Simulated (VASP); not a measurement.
Input of a VASP 6.6.1 run:

INCAR

```
SYSTEM = Zn
PREC     = Accurate       ! precision mode
ENCUT    = 520            ! plane-wave cutoff, eV
EDIFF    = 1E-6           ! SCF threshold, eV
ISMEAR   = -1             ! smearing method
SIGMA    = 0.05           ! smearing width, eV
LREAL    = .FALSE.        ! projectors in reciprocal space
LASPH    = .TRUE.         ! aspherical terms in the spheres
NELM     = 80             ! most SCF steps
ALGO     = Fast           ! electronic algorithm
ISIF     = 2              ! what is computed and relaxed
LWAVE    = .FALSE.        ! write WAVECAR
LCHARG   = .TRUE.         ! write CHGCAR
LELF     = .TRUE.         ! ELF
LVHAR    = .TRUE.       
NBANDS   = 12             ! bands
```

KPOINTS

```
regular mesh
0
G
  12 12 12
  0 0 0
```

The input POSCAR:

```
Zn
1.0
    0.0000000000      1.9246672763      1.9246672763
    1.9246672763      0.0000000000      1.9246672763
    1.9246672763      1.9246672763      0.0000000000
Zn
1
Direct
    0.0000000000      0.0000000000      0.0000000000
```

Potentials or basis: VASP PAW LDA potentials, release 64 (Zn).

The run is started by

```console
$ cat potpaw_LDA.64/Zn/POTCAR > POTCAR
$ mpirun -np 1 vasp_std > vasp.out
```

(1) Estimate the band gap on the k mesh.

(2) Predict the pressure.

## Answers

(1) zero (bands 6 and 7 overlap by 3.62 eV).

(2) -4.2 GPa.

Caveat: the cell stands under tension.
